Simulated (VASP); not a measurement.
Au: single point with PBE

Crystal: Au.

```
CELL_PARAMETERS angstrom
0.00000 2.03982 2.03982
2.03982 0.00000 2.03982
2.03982 2.03982 0.00000
ATOMIC_POSITIONS crystal
Au 0.00000 0.00000 0.00000
```

```
Program             : VASP 6.6.1
Task                : single point
Functional          : PBE
Potentials or basis : VASP PAW PBE potentials, release 64 (Au)
Cutoff              : 500 eV
k mesh              : 2 × 2 × 2
Occupations         : fermi-dirac, width 0.5 eV
Spin                : no spin polarisation
```

```yaml
Pressure: 51.7 GPa
```

Levels at points of the mesh, in eV from the Fermi level:
```tsv
k point	band 4	band 5	band 6	band 7	band 8	band 9
(0.00, 0.00, 0.00)	-4.47	-2.88	-2.88	14.52	18.64	18.64
(0.50, 0.00, 0.00)	-1.67	-1.67	-0.90	3.31	13.99	17.26
(0.50, 0.50, 0.00)	-1.36	-1.36	1.08	6.00	10.12	10.12
```

It took 7.2 s on 1 thread of AMD EPYC 7R13 Processor (Zen 3), with other jobs on the host, peak memory 0.1 GiB.

Caveat: the k points lie up to 1.33 Å⁻¹ apart; spin-orbit coupling is left out, which moves the levels of the heavy elements.
